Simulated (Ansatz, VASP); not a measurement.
Two plane-wave programs on Be2Se

```
Be Se
1.0
    -2.36587    2.36587    3.03428
     2.36587   -2.36587    3.03428
     2.36587    2.36587   -3.03428
Be Se
2 1
Direct
  0.66327 0.66327 0.00000
  0.33673 0.33673 0.00000
  0.00000 0.00000 0.00000
```

Alike in both runs: functional PBE; k mesh 6 × 6 × 6; occupations gaussian, width 0.1 eV; no spin polarisation.

Ansatz relaxed the structure, and its values are those at the end. VASP's run is a single point on that final structure, the one shown.

|  | VASP | Ansatz |
| --- | --- | --- |
| version | VASP 6.6.1 | Ansatz 0.2.0 |
| potentials or method | VASP PAW PBE potentials, release 64 (Be, Se), cutoff 520 eV | scalar-relativistic, plane waves, PAW |
| valence electrons in the cell | 10 | 20 |

```csv
,VASP,Ansatz,Ansatz less VASP
gap on the k mesh at the Fermi level (eV),0.68,0.68,-0.002
least direct gap on the mesh (eV),0.68,0.68,-0.002
pressure (GPa),0.1,0.0,-0.07
rms of the force components (eV/Å),0.012,0.001,-0.0103
```

With one functional, cell and mesh, what is left measures potentials, basis and numerics. VASP's potentials hold 10 valence electrons a cell and Ansatz's 20, so a difference there can come from the potentials and not from the codes.
